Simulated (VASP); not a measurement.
# Al (P-1) in VASP: single point with PBE

Aim: the single point of Al with PBE.

All numbers are computed with VASP 6.6.1; they aren't measurements. Logs are shortened: lines on timing, memory, paths and dates and some standing lists are left out, and cuts for length are marked.

### Step 1. The cell of the first run

The typed cell holds 6 atoms: a = 5.914 Å, b = 9.391 Å, c = 2.813 Å, α = 49.57°, β = 119.04°, γ = 105.35°.

### Step 2. Single point, PBE

Input file INCAR:

```
SYSTEM = Al
PREC = Accurate ; ENCUT = 520
EDIFF = 1E-6 ; ISMEAR = 0
SIGMA = 0.1 ; LREAL = .FALSE.
LASPH = .TRUE. ; NELM = 100
ALGO = Fast ; ISIF = 2
LWAVE = .FALSE. ; LCHARG = .FALSE.
GGA = PE ; NBANDS = 18
```

Input file KPOINTS:

```
regular mesh
0
G
  6 4 18
  0 0 0
```

Input file POSCAR:

```
Al
1.0
    5.9140254595     -0.0000524732      0.0531263090
   -2.4850905545      9.0559319096     -0.0044343011
   -1.3826523046      1.5131132146      1.9263152878
Al
6
Direct
    0.3333333333      0.6666666667      0.0000000000
    0.8333333333      0.6666666667      0.0000000000
    0.1666666667      0.3333333333      0.0000000000
    0.6666666667      0.3333333333      0.0000000000
    0.0000000000      0.0000000000      0.0000000000
    0.5000000000      0.0000000000      0.0000000000
```

Potentials or basis: VASP PAW PBE potentials, release 64 (Al).

On the command line:

```sh
> cat potpaw_PBE.64/Al/POTCAR > POTCAR
> mpirun -np 1 vasp_std > vasp.out
```

OUTCAR:

```text
SYSTEM = Al
   PREC = Accurate
   ENCUT = 520
   EDIFF = 1E-6
   ISMEAR = 0
   LREAL = .FALSE.
   LASPH = .TRUE.
   NELM = 100
   ISIF = 2
   GGA = PE

 ion  position               nearest neighbor table
   1  0.333  0.667  0.000-   5 2.84   4 2.84   6 2.88   3 2.88   2 2.93   2 2.93   2 2.96   2 2.96
                             6 3.02   3 3.02
   2  0.833  0.667  0.000-   6 2.84   3 2.84   5 2.88   4 2.88   1 2.93   1 2.93   1 2.96   1 2.96
                             5 3.02   4 3.02
   3  0.167  0.333  0.000-   6 2.84   2 2.84   5 2.88   1 2.88   4 2.93   4 2.93   4 2.96   4 2.96
                             5 3.02   1 3.02
   4  0.667  0.333  0.000-   5 2.84   1 2.84   6 2.88   2 2.88   3 2.93   3 2.93   3 2.96   3 2.96
                             6 3.02   2 3.02
   5  0.000  0.000  0.000-   1 2.84   4 2.84   3 2.88   2 2.88   6 2.93   6 2.93   6 2.96   6 2.96
                             3 3.02   2 3.02
   6  0.500  0.000  0.000-   2 2.84   3 2.84   1 2.88   4 2.88   5 2.93   5 2.93   5 2.96   5 2.96
                             4 3.02   1 3.02
[... 11 lines left out ...]
 A1 = (  -3.4289349050,  -9.0558794364,  -0.0486920079)
 A2 = (  -1.9430804140, -10.5462977462,   9.6404450412)
 A3 = (  -3.1487208503,  -3.0261739560,  -3.9057568846)

Analysis of symmetry for initial positions (statically):
=====================================================================
 Subroutine PRICEL returns following result:

  LATTYP: Found a triclinic cell.
 ALAT       =     6.1439879263
 B/A-ratio  =     1.7545431376
 C/A-ratio  =     0.8263594719
 COS(alpha) =     0.0042357841
 COS(beta)  =     0.6333033934
 COS(gamma) =     0.7748714667

  Lattice vectors:

 A1 = (   1.3482515752,  -1.5206781823,  -5.7981327334)
 A2 = (   1.6284656299,   4.5090272981,  -9.6551976101)
 A3 = (   1.2253449126,  -4.5317484386,  -1.9336915723)

   6 primitive cells build up your supercell.

 Routine SETGRP: Setting up the symmetry group for a
 triclinic supercell.

 Subroutine GETGRP returns: Found  2 space group operations
 (whereof  2 operations were pure point group operations)
 out of a pool of  2 trial point group operations.

The static configuration has the point symmetry S_2 .

Analysis of symmetry for dynamics (positions and initial velocities):
=====================================================================
 Subroutine PRICEL returns following result:

  LATTYP: Found a triclinic cell.
 ALAT       =     6.1439879263
 B/A-ratio  =     1.7545431376
 C/A-ratio  =     0.8263594719
 COS(alpha) =     0.0042357841
 COS(beta)  =     0.6333033934
 COS(gamma) =     0.7748714667

  Lattice vectors:

 A1 = (   1.3482515752,  -1.5206781823,  -5.7981327334)
 A2 = (   1.6284656299,   4.5090272981,  -9.6551976101)
[... 113 lines left out ...]
   IBRION =     -1    ionic relax: 0-MD 1-quasi-New 2-CG
   NFREE  =      0    steps in history (QN), initial steepest desc. (CG)
   ISIF   =      2    stress and relaxation
   ISYM   =      2    0-nonsym 1-usesym 2-fastsym
   POTIM  = 0.5000    time-step for ionic-motion
   TEBEG  =    0.0;   TEEND  =   0.0 temperature during run
   PSTRESS=    0.0 pullay stress
   NELECT =      18.0000    total number of electrons
   NUPDOWN=      -1.0000    fix difference up-down
   EMIN   =  10.00;   EMAX   =-10.00  energy-range for DOS
   EFERMI =   0.00;   METHOD = LEGACY
   ISMEAR =     0;   SIGMA  =   0.10  broadening in eV -4-tet -1-fermi 0-gaus
   EFERMI_NEDOS =   21; number of points for ismear=-14 and -15
   IALGO  =     68    algorithm
   IMIX   =      4    mixing-type and parameters
     AMIX     =   0.40;   BMIX     =  1.00
     AMIX_MAG =   1.60;   BMIX_MAG =  1.00
  volume/ion in A,a.u.               =      17.28       116.60
  Fermi-wavevector in a.u.,A,eV,Ry     =   0.913295  1.725877 11.348724  0.834108
  Thomas-Fermi vector in A             =   2.037790
   LORBIT       =      0    0 simple, 1 ext, 2 COOP (PROOUT), +10 PAW based schemes
   GGA     = PE    functional components
   LHFCALC =     F    Hartree Fock is set to
   AEXX    =    0.0000 exact exchange contribution
   IVDW    =     0    specifies the selected vdW correction
   LEPSILON=     F    determine dielectric tensor
   LRPA    =     F    only Hartree local field effects (RPA)
 non-spin polarized calculation
 RMM-DIIS sequential band-by-band and
 Gauss-broadening in eV      SIGMA  =   0.10
  energy-cutoff  :      520.00
  volume of cell :      103.67
 maximum number of plane-waves:      2812
 NGX is ok and might be reduce to    48
   NGX = 21   NGY = 35   NGZ = 11

 number of electron      18.0000000 magnetization

 Free energy of the ion-electron system (eV)
  ---------------------------------------------------
  ext. energy  EPLUGINS =         0.00000000
  ---------------------------------------------------
  free energy    TOTEN  =       -22.35150958 eV

  energy without entropy =      -22.33957907  energy(sigma->0) =      -22.34554433

 E-fermi :   7.5228     XC(G=0): -10.0303

 val. band max:        7.5226762871   @ k =   0.1667   0.5000   0.4444
 cond. band min:       7.5312839948   @ k =   0.5000  -0.2500   0.1667
 fundamental gap:      0.0086077076
 Fermi energy:         7.5228227581

 k-point     1 :       0.0000    0.0000    0.0000
  band No.  band energies     occupation
      1      -3.2922      2.00000
      2      -0.4063      2.00000
      3      -0.4063      2.00000
      4       2.1776      2.00000
      5       2.1776      2.00000
      6       4.0215      2.00000
[... 481 lines left out ...]
      5       1.7438      2.00000
      6       1.7936      2.00000
[... 10 lines left out ...]
     17      14.1925      0.00000
     18      14.2974      0.00000

 [... further k-points ...]
[... 5 lines left out ...]
  --------------------------------------------------------------------------------------
  -------------------------------------------------------------------------------------
  Total       -2.4763651     -2.7673488     -0.0196839     -0.7457378     -0.0164521     -0.0207206
  in kB      -38.2702628    -42.7671856     -0.3041986    -11.5247868     -0.2542549     -0.3202212
  external PRESSURE =     -27.1138823 kB  Pullay stress =       0.0000000 kB

 VOLUME and BASIS-vectors are now :
 -----------------------------------------------------------------------------
  energy-cutoff  :      520.00
  volume of cell :      103.67
      direct lattice vectors                 reciprocal lattice vectors
     5.914025460 -0.000052473  0.053126309     0.168330848  0.046234019  0.084506275
    -2.485090555  9.055931910 -0.004434301     0.000776360  0.110595639 -0.086315199
    -1.382652305  1.513113215  1.926315288    -0.004640649 -0.001020512  0.516596505

 POSITION                                       TOTAL-FORCE (eV/Angst)
 -----------------------------------------------------------------------------------
      0.31461      6.03727      0.01475        -0.000000     -0.000000      0.000000
      3.27163      6.03724      0.04132         0.000000     -0.000000      0.000000
      0.15731      3.01864      0.00738         0.000000      0.000000     -0.000000
      3.11432      3.01861      0.03394         0.000000     -0.000000     -0.000000
      0.00000      0.00000      0.00000         0.000000      0.000000     -0.000000
      2.95701     -0.00003      0.02656         0.000000      0.000000     -0.000000
 -----------------------------------------------------------------------------------
    total drift:                               -0.000000     -0.000000     -0.000000

  FREE ENERGIE OF THE ION-ELECTRON SYSTEM (eV)
  ---------------------------------------------------
  free  energy   TOTEN  =       -22.3515095812 eV

  energy  without entropy=      -22.3395790744  energy(sigma->0) =      -22.34554433
```

stdout:

```text
POSCAR found type information on POSCAR Al
 POSCAR found :  1 types and       6 ions
 scaLAPACK will be used
 LDA part: xc-table for (Slater+PW92), standard interpolation
 POSCAR, INCAR and KPOINTS ok, starting setup
 FFT: planning ... GRIDC
 FFT: planning ... GRID_SOFT
 FFT: planning ... GRID
 WAVECAR not read
 entering main loop
```

Run time: 9.1 min. Hardware: 1 thread of Intel Xeon Platinum 8375C at 2.90GHz (Ice Lake), shared host; peak memory 0.46 GiB.

Results:

| Property | Result |
| --- | --- |
| Free energy | -22.3515 eV |
| Pressure | -2.7 GPa |
| Band gap on the k mesh | zero (band 9 reaches 9.50 eV, above the bottom of band 10 at 5.60 eV) |

Levels at points of the mesh, in eV from the Fermi level:
| k point | band 7 | band 8 | band 9 | band 10 | band 11 | band 12 |
| --- | --- | --- | --- | --- | --- | --- |
| (0.00, 0.00, 0.00) | -2.68 | -1.99 | -1.99 | 0.42 | 0.42 | 4.55 |
| (0.50, 0.00, 0.00) | 0.78 | 0.78 | 1.73 | 1.73 | 2.21 | 2.21 |
| (0.00, 0.50, 0.00) | -4.37 | -4.31 | 0.11 | 0.11 | 1.66 | 1.66 |
| (0.50, 0.50, 0.00) | -2.64 | -2.64 | 1.61 | 1.61 | 2.33 | 2.33 |
| (0.00, 0.00, 0.50) | -2.74 | -1.96 | -1.96 | -1.92 | -1.65 | -0.38 |
| (0.50, 0.00, 0.50) | -1.04 | -1.04 | -0.76 | -0.76 | 0.78 | 0.78 |
| (0.00, 0.50, 0.50) | -3.72 | -3.72 | 0.29 | 0.29 | 1.13 | 1.13 |
| (0.50, 0.50, 0.50) | -0.56 | -0.56 | -0.41 | -0.41 | -0.14 | -0.14 |
